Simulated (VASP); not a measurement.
A run of VASP 6.6.1:

File INCAR:

```
ALGO = Normal
EDIFF = 1E-7
ENCUT = 520
GGA = PE
ISIF = 2
ISMEAR = -1
LASPH = T
LCHARG = T
LELF = T
LREAL = F
LVHAR = T
LWAVE = F
NBANDS = 35
NELM = 60
PREC = Accurate
SIGMA = 0.05
```

The input KPOINTS:

```
k-points
0
Gamma
  9 9 2
```

The input POSCAR:

```
Te2Mo
1.0
    3.4706509280      0.0000000000      0.0000000000
   -1.7353254640      3.0056718713      0.0000000000
    0.0000000000      0.0000000000     13.7847444167
Te Mo
4 2
Direct
    0.6666666667      0.3333333333      0.3790000000
    0.3333333333      0.6666666667      0.8790000000
    0.6666666667      0.3333333333      0.1210000000
    0.3333333333      0.6666666667      0.6210000000
    0.6666666667      0.3333333333      0.7500000000
    0.3333333333      0.6666666667      0.2500000000
```

Potentials or basis: VASP PAW PBE potentials, release 64 (Te, Mo_sv).

The run is started by

```sh
$ cat potpaw_PBE.64/Te/POTCAR potpaw_PBE.64/Mo_sv/POTCAR > POTCAR
$ mpirun -np 1 vasp_std > vasp.out
```

Hardware: 1 thread of AMD EPYC 9R45 96-Core Processor (Zen 5), on a shared host.

Problem. Estimate the wall time of this run.

Solution. Wall time 110 s on 1 thread of AMD EPYC 9R45 96-Core Processor (Zen 5), on a shared host, peak memory 0.3 GiB. Counts: scf iterations 17, k points 24.
